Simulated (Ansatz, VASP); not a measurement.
One calculation of Ta4Ga, two programs

```
Ta Ga
1.0
     3.37063   -4.04220    0.00000
     3.37063    4.04220    0.00000
     0.00000    0.00000    3.07142
Ta Ga
4 1
Cartesian
  3.3706 -1.8816 1.5357
  1.9115 0.0000 0.0000
  4.8297 0.0000 0.0000
  3.3706 1.8816 1.5357
  3.3706 0.0000 1.5357
```

Change from the starting cell: species swapped into the FeCl4 type (Cmmm, No. 65).

Alike in both runs: task relaxation of cell and atoms; functional PBE; k mesh 4 × 4 × 6; occupations gaussian, width 0.1 eV; no spin polarisation.

|  | VASP | Ansatz |
| --- | --- | --- |
| version | VASP 6.6.1 | Ansatz 0.2.0 |
| potentials or method | VASP PAW PBE potentials, release 64 (Ta_pv, Ga_d), cutoff 600 eV | scalar-relativistic, plane waves, PAW |
| valence electrons in the cell | 57 | 65 |

Ansatz gave:

- gap on the k mesh at the Fermi level, each at its own relaxed structure (eV): none
- relaxed volume (Å³/atom): 19.55
- relaxed length of the cell vector where the two differ most in proportion (Å): 3.549

**Question.** What did VASP give for the same quantities?

**Answer.** gap on the k mesh at the Fermi level, each at its own relaxed structure (eV): none; relaxed volume (Å³/atom): 19.60; relaxed length of the cell vector where the two differ most in proportion (Å): 3.566.

A gap of «none» marks a metal or a gap that the smearing closes. VASP's potentials hold 57 valence electrons a cell and Ansatz's 65, so a difference there can come from the potentials and not from the codes.

Spin-orbit coupling is off throughout. Noted on VASP's run: the volume moved by over 15 % at a fixed basis, so the end points are rough.
